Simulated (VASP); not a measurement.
Here is a VASP 6.6.1 calculation.

The input INCAR:

```
SYSTEM = TePb
PREC = Accurate
ENCUT = 600
EDIFF = 1E-7
ISMEAR = -1
SIGMA = 0.05
LREAL = .False.
LASPH = .True.
NELM = 80
ALGO = Normal
ISIF = 3
LWAVE = .False.
LCHARG = .False.
GGA = RE
IVDW = 12
IBRION = 2
NSW = 60
EDIFFG = -0.01
```

File KPOINTS:

```
Automatic mesh
0
Gamma
  7 7 7
  0 0 0
```

Contents of POSCAR:

```
TePb
1.0
    4.0022870000      0.0000000000      0.0000000000
    0.0000000000      4.0022870000      0.0000000000
    0.0000000000      0.0000000000      4.0022870000
Pb Te
1 1
Direct
    0.0000000000      0.0000000000      0.0000000000
    0.5000000000      0.5000000000      0.5000000000
```

Potentials or basis: VASP PAW PBE potentials, release 64 (Pb_d, Te).

Run with:

```bash
$ cat potpaw_PBE.64/Pb_d/POTCAR potpaw_PBE.64/Te/POTCAR > POTCAR
$ mpirun -np 1 vasp_std > vasp.out
```

Task: What does it give for the dispersion energy per atom?

Result: -0.828 eV.

Task: Predict the relaxed cell.

Result: a = 3.912 Å, b = 3.912 Å, c = 3.912 Å, α = 90.00°, β = 90.00°, γ = 90.00°.

Task: Estimate the band gap on the k mesh.

Result: Zero (bands 10 and 11 overlap by 0.93 eV).

The path:
```tsv
step	energy change (eV)	largest force (eV/Å)	pressure (GPa)	volume (Å³)
1	0.0000	0.0000	-1.81	64.11
2	-0.0317	0.0000	-0.67	60.81
3	-0.0335	0.0000	-0.24	60.18
4	-0.0317	0.0000	0.70	58.93
5	-0.0337	0.0000	0.00	59.86
```

Caveat: the PAW data sets were made with another functional, which shifts forces and pressure a little; spin-orbit coupling is left out, which moves the levels of the heavy elements.
